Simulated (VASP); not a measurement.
A run of VASP 6.6.1 is set up as follows.

Contents of INCAR:

```
SYSTEM = H3C2ClF4
PREC = Accurate
ENCUT = 520
EDIFF = 1E-7
ISMEAR = -1
SIGMA = 0.02
LREAL = Auto
LASPH = .True.
NELM = 80
ALGO = Normal
ISIF = 2
LWAVE = .False.
LCHARG = .False.
GGA = CA
NBANDS = 118
```

Contents of KPOINTS:

```
Automatic mesh
0
Gamma
  1 1 1
  0 0 0
```

POSCAR

```
H3C2ClF4
1.0
    8.3663050000      0.0000000000      0.0000000000
    0.0000000000      8.3663050000      0.0000000000
    0.0000000000      0.0000000000      8.3663050000
C Cl H F
8 4 12 16
Direct
    0.9392796462      0.7845877003      0.6204770206
    0.6237759680      0.0411890315      0.7300833522
    0.2284521064      0.7492554957      0.0504045693
    1.0066929188      0.2766215193      0.4908140451
    0.5513066999      0.5538406740      0.3590593458
    0.6373542442      0.5290985686      0.7986201794
    0.0677718539      0.2527639143      0.0051157590
    0.5776624209      0.0849359425      0.2421618624
    1.0064658173      0.9615594937      0.7315057245
    0.4230900021     -0.0072672464      0.7214056863
    0.1629751724      0.7040144962      0.2563138685
    1.1110042008      0.3696374923      0.6498328713
    0.8127124220      0.7746669527      0.6255449688
    1.0100516297      0.7849223761      0.5049780040
    0.9960311033      0.6795592558      0.6914761056
    0.6515899193      0.1131921440      0.6255091107
    0.6616660521      0.0882707480      0.8447217738
    0.6920378829     -0.0675208470      0.7197681653
    0.3430068591      0.8135849697      0.0737003970
    0.2398071789      0.6382148392     -0.0191243327
    0.1452971174      0.8355540469      0.0057014417
    0.9893136815      0.3716814054      0.4067506504
    1.0878637583      0.1718679871      0.4514179199
    0.8827194323      0.2387314352      0.5247477829
    0.6887986991      0.4879812534      0.3847098570
    0.5477567457      0.7075524978      0.4022803376
    0.5211978287      0.5537211469      0.2046303595
    0.4442821532      0.4806542434      0.4508680953
    0.7423826887      0.6168553501      0.8794443903
    0.5533506130      0.4460870121      0.8989392569
    0.5367363490      0.6238715897      0.7208080509
    0.7174015291      0.4389273401      0.6935797822
    0.1366672623      0.3954672941      0.0110801602
    0.0422169644      0.1983910460      0.1499228154
   -0.0771427769      0.2665214811     -0.0699711521
    0.1573813051      0.1512495660     -0.0653454542
    0.5825271730      0.1610268810      0.3927181713
    0.5966552737      0.2033036089      0.1397271555
    0.7109948777      0.0027013120      0.2251412063
    0.4534618329      0.0007769260      0.2203242650
```

Potentials or basis: VASP PAW LDA potentials, release 64 (C, Cl, H, F).

Launch:

```bash
$ cat potpaw_LDA.64/C/POTCAR potpaw_LDA.64/Cl/POTCAR potpaw_LDA.64/H/POTCAR potpaw_LDA.64/F/POTCAR > POTCAR
$ mpirun -np 1 vasp_gam > vasp.out
```

Q: Estimate the pressure.

A: 0.3 GPa.

Q: Estimate the band gap on the k mesh.

A: 5.28 eV.

Q: What does it give for the largest force?

A: 4.327 eV/Å.

Stress tensor (GPa, compression positive):
```
 0.29 -0.07  0.06
-0.07  0.43 -0.71
 0.06 -0.71  0.16
```

Caveat: the k points lie up to 0.75 Å⁻¹ apart.
